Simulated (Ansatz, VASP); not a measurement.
## One calculation of NiO, two programs

INCAR

```
  PREC = Accurate
  ENCUT = 520
  EDIFF = 1E-7
  ISMEAR = 0
  SIGMA = 0.02
  LREAL = False
  LASPH = True
  NELM = 150
  ALGO = Normal
  ISIF = 2
  LWAVE = False
  LCHARG = False
  ISPIN = 2
  MAGMOM = 0.04 0
  LORBIT = 11
  LMAXMIX = 4
  GGA = B5
  ALDAX = 1.0
  AGGAX = 1.0
  AGGAC = 1.0
  ALDAC = 0.0
  IVDW = 12
  VDW_S6 = 1.0
  VDW_S8 = 2.6996
  VDW_A1 = 0.4298
  VDW_A2 = 4.2359
  NBANDS = 19
```

KPOINTS

```
regular mesh
0
Gamma
  11 11 11
```

Contents of POSCAR:

```
NiO
1.0
    0.0000000000      2.1133508634      2.1133508634
    2.1133508634      0.0000000000      2.1133508634
    2.1133508634      2.1133508634      0.0000000000
Ni O
1 1
Direct
    0.0000000000      0.0000000000      0.0000000000
    0.5000000000      0.5000000000      0.5000000000
```

input.yaml

```yaml
crystal:
  lattice:
    - [0.0, 2.1133508634, 2.1133508634]
    - [2.1133508634, 0.0, 2.1133508634]
    - [2.1133508634, 2.1133508634, 0.0]
  atoms:
    - { symbol: Ni, position: [0.0, 0.0, 0.0], spin: 0.04 }
    - { symbol: O, position: [0.5, 0.5, 0.5] }
hamiltonian:
  xc: blyp
  pseudopotentials: { kind: nc, accuracy: standard }
  dispersion: d3bj
magnetization:
  spin_polarized: true
kpoints:
  mp_grid: { grid: [11, 11, 11] }
scf:
  occupations: { method: gaussian, width: 0.02 }
output:
  forces: true
  stress: true
  eigenvalues: true
```

Alike in both runs: task single point; functional BLYP; dispersion D3(BJ); k mesh 11 × 11 × 11; occupations gaussian, width 0.02 eV; collinear spin.

```csv
,VASP,Ansatz
version,VASP 6.6.1,Ansatz 0.2.0
potentials or method,"VASP PAW PBE potentials, release 64 (Ni, O)",PseudoDojo standard (PBE files)
plane-wave cutoff (eV),520,1333
valence electrons in the cell,16,24
```

VASP gave:

```
gap on the k mesh at the Fermi level (eV)                     : none
pressure (GPa)                                                : -8.9
net moment per atom (μB)                                      : 0.22
size of the moment on the site where the two differ most (μB) : 0.40
```

Problem. Estimate Ansatz's values.

Solution. gap on the k mesh at the Fermi level (eV): none; pressure (GPa): -1.9; net moment per atom (μB): 0.93; size of the moment on the site where the two differ most (μB): 1.49.

The net moments are unlike, so the other rows may belong to different states. VASP's potentials were made for PBE, not for BLYP. Site moments also hang on the region over which each program counts them. A gap of «none» marks a metal or a gap that the smearing closes. VASP's potentials hold 16 valence electrons a cell and Ansatz's 24, so a difference there can come from the potentials and not from the codes.

Noted on Ansatz's run: the potentials were made for another functional, which shifts forces and pressure.
